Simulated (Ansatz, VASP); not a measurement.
**One calculation of Ru, two programs**

File INCAR:

```
PREC = Accurate
ENCUT = 520
EDIFF = 1E-6
ISMEAR = 0
SIGMA = 0.15
LREAL = False
LASPH = True
NELM = 60
ALGO = Fast
ISIF = 2
LWAVE = False
LCHARG = False
GGA = PE
NBANDS = 21
```

File KPOINTS:

```
Automatic mesh
0
Gamma
  21 21 12
```

Contents of POSCAR:

```
Ru
1.0
    2.9279191434      0.0000000000      0.0000000000
   -1.4639595717      2.5356523584      0.0000000000
    0.0000000000      0.0000000000      3.8557767199
Ru
2
Direct
    0.3333333333      0.6666666667      0.2500000000
    0.6666666667      0.3333333333      0.7500000000
```

Input for Ansatz:

```yaml
crystal:
  lattice:
    - [2.9279191434, 0.0, 0.0]
    - [-1.4639595717, 2.5356523584, 0.0]
    - [0.0, 0.0, 3.8557767199]
  atoms:
    - { symbol: Ru, position: [0.3333333333, 0.6666666667, 0.25] }
    - { symbol: Ru, position: [0.6666666667, 0.3333333333, 0.75] }
basis:
  ecutwfc: 420
kpoints:
  mp_grid: { grid: [21, 21, 12] }
hamiltonian:
  xc: pbe
  pseudopotentials: { kind: paw, azcp: { folder: soft_1 } }
scf:
  occupations: { method: gaussian, width: 0.15 }
output:
  forces: true
  stress: true
  eigenvalues: true
```

Alike in both runs: task single point; functional PBE; k mesh 21 × 21 × 12; occupations gaussian, width 0.15 eV; no spin polarisation.

```csv
,VASP,Ansatz
version,VASP 6.6.1,Ansatz 0.2.0
potentials or method,"VASP PAW PBE potentials, release 64 (Ru_pv), cutoff 520 eV","scalar-relativistic, plane waves, PAW"
valence electrons in the cell,28,32
```

```csv
,VASP,Ansatz,Ansatz less VASP
gap on the k mesh at the Fermi level (eV),none,none,-
pressure (GPa),0.2,0.2,+0.07
"traceless stress, the component that is largest in VASP (GPa)",34.52,34.54,+0.022
```

A gap of «none» marks a metal or a gap that the smearing closes. The functional is the same, so the differences come from potentials, cutoffs and numerics. VASP's potentials hold 28 valence electrons a cell and Ansatz's 32, so a difference there can come from the potentials and not from the codes.
